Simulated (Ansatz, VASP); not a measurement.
# One calculation of Al8N7, two programs

```xyz
15
Lattice="0.0000 4.4032 -4.4032 4.4032 4.4032 0.0000 4.4032 0.0000 -4.4032" Properties=species:S:1:pos:R:3 pbc="T T T"
Al    2.1904    0.0112   -2.1904
Al    4.4081    2.1967   -2.1967
Al    2.1967    2.1967   -4.4081
Al    4.4081    4.4081   -4.4081
Al    4.4144    0.0112   -4.4144
Al    6.5935    2.1904   -4.4144
Al    4.4144    2.1904   -6.5935
Al    6.5999    4.4081   -6.5999
N     3.3024    3.3024   -1.1069
N     1.1069    3.3024   -3.3024
N     3.3024    5.4979   -3.3024
N     3.3024    1.1069   -3.3024
N     5.4979    3.3024   -3.3024
N     3.3024    3.3024   -5.4979
N     5.5040    5.5040   -5.5040
```

Change from the starting cell: N vacancy (site c), charge +0, atoms relaxed at the host's cell, started again with a moment of 3 muB.

Alike in both runs: functional PBE; k mesh 2 × 2 × 2; occupations gaussian, width 0.01 eV; collinear spin.

Ansatz relaxed the structure, and its values are those at the end. VASP's run is a single point on that final structure, the one shown.

|  | VASP | Ansatz |
| --- | --- | --- |
| version | VASP 6.6.1 | Ansatz 0.2.0 |
| potentials or method | VASP PAW PBE potentials, release 64 (Al, N), cutoff 520 eV | scalar-relativistic, plane waves, PAW |
| valence electrons in the cell | 59 | 59 |

VASP gave:

- gap on the k mesh at the Fermi level (eV): none
- rms of the force components (eV/Å): 0.005
- net moment per atom (μB): 0.02

Question: Which values does Ansatz return?

Answer: gap on the k mesh at the Fermi level (eV): none; rms of the force components (eV/Å): 0.001; net moment per atom (μB): 0.02.

A gap of «none» marks a metal or a gap that the smearing closes. Ansatz's warnings: seeded moment not kept.

The k mesh is coarse, so the values compare programs but aren't converged.
